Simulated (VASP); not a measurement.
Runs of VASP 6.6.1 on LiF. The structure is that of space group P6_3/mmc (No. 194), or close to it. The cells are those of the table. 

```tsv
level	cell	k mesh	gap on the mesh (eV)
r2SCAN	a = 2.803, b = 2.803, c = 4.830 Å, angles 90.0, 90.0, 120.0°, 4 atoms	9 × 9 × 4	(b)
r2SCAN	a = 2.830, b = 2.830, c = 4.876 Å, angles 90.0, 90.0, 120.0°, 4 atoms	9 × 9 × 4	9.85
PBE	a = 2.858, b = 2.858, c = 4.926 Å, angles 90.0, 90.0, 120.0°, 4 atoms	9 × 9 × 4	(a)
PBE	a = 2.776, b = 2.776, c = 4.783 Å, angles 90.0, 90.0, 120.0°, 4 atoms	12 × 12 × 6	9.22
r2SCAN	a = 2.776, b = 2.776, c = 4.783 Å, angles 90.0, 90.0, 120.0°, 4 atoms	12 × 12 × 6	10.40
PBE	a = 2.886, b = 2.886, c = 4.973 Å, angles 90.0, 90.0, 120.0°, 4 atoms	9 × 9 × 4	8.24
PBE	a = 2.830, b = 2.830, c = 4.877 Å, angles 90.0, 90.0, 120.0°, 4 atoms	9 × 9 × 4	8.71
r2SCAN	a = 2.776, b = 2.776, c = 4.783 Å, angles 90.0, 90.0, 120.0°, 4 atoms	9 × 9 × 4	10.40
```

Alike in all rows: task single point; potentials or basis VASP PAW PBE potentials, release 64 (Li_sv, F); no spin polarisation; cutoff (eV) 520; smearing gaussian 0.01 eV.

Fill in the values left out.

(a) 8.46; (b) 10.12.

A k mesh can miss the band edges.
